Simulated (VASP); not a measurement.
## Tl2CuO4: single point with PBE

The system is Tl2CuO4.

```
Tl Cu O
1.0
    -1.97993    1.97993    5.97319
     1.97993   -1.97993    5.97319
     1.97993    1.97993   -5.97319
Tl Cu O
2 1 4
Direct
  0.34938 0.34938 0.00000
  0.65062 0.65062 0.00000
  0.00000 0.00000 0.00000
  0.00000 0.50000 0.50000
  0.50000 0.00000 0.50000
  0.25000 0.75000 0.50000
  0.75000 0.25000 0.50000
```

```
Program             : VASP 6.6.1
Task                : single point
Functional          : PBE
Potentials or basis : VASP PAW PBE potentials, release 64 (Tl_d, Cu, O)
Cutoff              : 520 eV
k mesh              : 10 × 10 × 10
Occupations         : fermi-dirac, width 0.05 eV
Spin                : no spin polarisation
```

* Pressure: -2.4 GPa
* Largest force: 0.159 eV/Å
* Band gap on the k mesh: zero (an odd number of electrons rules out a gap without spin polarisation)

Forces in eV/Å, atoms in the order of the input:
```
Tl   0.000  0.000 -0.159
Tl   0.000  0.000  0.159
Cu   0.000  0.000  0.000
O    0.000  0.000  0.000
O    0.000  0.000  0.000
O    0.000  0.000  0.000
O    0.000  0.000  0.000
```

Stress tensor (GPa, compression positive):
```
-3.00  0.00  0.00
 0.00 -3.00  0.00
 0.00  0.00 -1.21
```

Levels at points of the mesh, in eV from the Fermi level:
```csv
k point,band 29,band 30,band 31,band 32,band 33,band 34
"(0.00, 0.00, 0.00)",-1.27,-0.63,-0.49,-0.49,2.81,5.08
"(0.50, 0.00, 0.00)",-0.60,-0.50,-0.31,2.29,2.29,5.64
"(0.50, 0.50, 0.00)",-0.16,-0.13,1.06,2.05,3.01,5.67
"(0.50, 0.50, 0.50)",-0.74,-0.74,-0.43,0.96,1.45,4.26
```

Wall time 25 min on 1 thread of Intel(R) Xeon(R) 6975P-C (Granite Rapids) (shared host), peak memory 0.58 GiB.

Caveat: spin-orbit coupling is left out, which moves the levels of the heavy elements; an odd number of electrons without spin polarisation forces a metal; a magnetic or distorted state may lie lower; semilocal functionals often make such compounds metallic where correlation or magnetic order opens a gap, which also shifts bond lengths. With open d or f shells a metallic result of PBE can be an artefact of self-interaction; +U or a hybrid may open a gap.
